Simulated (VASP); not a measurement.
Input of a VASP 6.6.1 run:

File INCAR:

```
SYSTEM = As
  ALGO = Normal
  DIPOL = 0.5 0.5 0.500
  EDIFF = 1E-6
  EDIFFG = -0.01
  ENCUT = 520
  GGA = PE
  IBRION = 2
  IDIPOL = 3
  ISIF = 2
  ISMEAR = 0
  IVDW = 12
  LASPH = .TRUE.
  LCHARG = .FALSE.
  LDIPOL = .TRUE.
  LREAL = .FALSE.
  LWAVE = .FALSE.
  NELM = 100
  NSW = 60
  PREC = Accurate
  SIGMA = 0.02
```

File KPOINTS:

```
k-points
0
G
  9 9 1
  0 0 0
```

The input POSCAR:

```
As
1.0
    3.6430567460      0.0000000000      0.0000000000
   -1.8215283730      3.1549796895      0.0000000000
    0.0000000000      0.0000000000     28.5742413760
As
2
Direct
    0.3333333333      0.6666666667      0.4755450732
    0.6666666667      0.3333333333      0.5244549268
```

Potentials or basis: VASP PAW PBE potentials, release 64 (As).

The run is started by

```bash
$ cat potpaw_PBE.64/As/POTCAR > POTCAR
$ mpirun -np 1 vasp_std > vasp.out
```

(1) Predict the band gap on the k mesh.

(2) Estimate the dispersion energy per atom.

(3) Predict the energy gained by relaxing.

## Answers

(1) 1.72 eV (least direct gap 1.85 eV).

(2) -0.203 eV.

(3) 0.5 meV/atom.

Caveat: the cell differs from its parent crystal (biaxial strain +0.020).
